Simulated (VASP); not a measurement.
Ta:

```xyz
2
Lattice="3.3000 0.0000 0.0000 0.0000 3.3000 0.0000 0.0000 0.0000 3.3000" Properties=species:S:1:pos:R:3 pbc="T T T"
Ta    0.0000    0.0000    0.0000
Ta    1.6500    1.6500    1.6500
```

```yaml
Program: VASP 6.6.1
Task: relaxation of volume and atoms at fixed shape
Functional: PBE
Potentials_or_basis: VASP PAW PBE potentials, release 64 (Ta_pv)
Cutoff: 600 eV
k_mesh: 8 × 8 × 8
Occupations: gaussian, width 0.05 eV
Spin: collinear spin, zero start
Starting_moments: "[0.0, 0.0] μB"
```

At the start: pressure 3.9 GPa; volume 17.97 Å³/atom.

Question: How do energy, volume and symmetry change on relaxing?

Answer: Over 3 steps the energy falls by 4.2 meV/atom and the volume is 18.32 Å³/atom (+2.0 %); space group Im-3m (No. 229, to 0.05 Å); moment 0.00 μB per cell.

Step by step:
| step | energy change (eV) | largest force (eV/Å) | pressure (GPa) | volume (Å³) |
| --- | --- | --- | --- | --- |
| 1 | 0.0000 | 0.0000 | 3.93 | 35.94 |
| 2 | 0.0347 | 0.0000 | -8.08 | 38.28 |
| 3 | -0.0085 | 0.0000 | -0.02 | 36.64 |

Final structure:
```xyz
2
Lattice="3.3214 0.0000 0.0000 0.0000 3.3214 0.0000 0.0000 0.0000 3.3214" Properties=species:S:1:pos:R:3 pbc="T T T"
Ta    0.0000    0.0000    0.0000
Ta    1.6607    1.6607    1.6607
```
